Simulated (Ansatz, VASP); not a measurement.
## ScCd in VASP and in Ansatz

```
Sc Cd
1.0
     3.05458    0.00000    0.00000
     0.00000    3.05458    0.00000
     0.00000    0.00000    3.05458
Sc Cd
1 1
Direct
  0.50000 0.50000 0.50000
  0.00000 0.00000 0.00000
```

Change from the starting cell: volume scaled by 0.65, LAPW.

Alike in both runs: task single point; functional LDA; k mesh 10 × 10 × 10; occupations fermi-dirac, width 0.05 eV; no spin polarisation.

|  | VASP | Ansatz |
| --- | --- | --- |
| version | VASP 6.6.1 | Ansatz 0.2.0 |
| potentials or method | VASP PAW LDA potentials, release 64 (Sc_sv, Cd), cutoff 520 eV | all-electron LAPW, scalar-relativistic |

Ansatz gave:

| Property | Result |
| --- | --- |
| pressure (GPa) | 63.6 |

Question: Which values does VASP return?

Answer: Pressure (GPa): 65.7.

LDA's correlation is that of Perdew and Zunger in VASP and of Perdew and Wang (1992) in Ansatz. Both programs put the cell under a high pressure, so it lies far from rest at this level. Ansatz ran all-electron here, and VASP with PAW potentials.

Noted on VASP's run: the cell as given lies far from equilibrium.
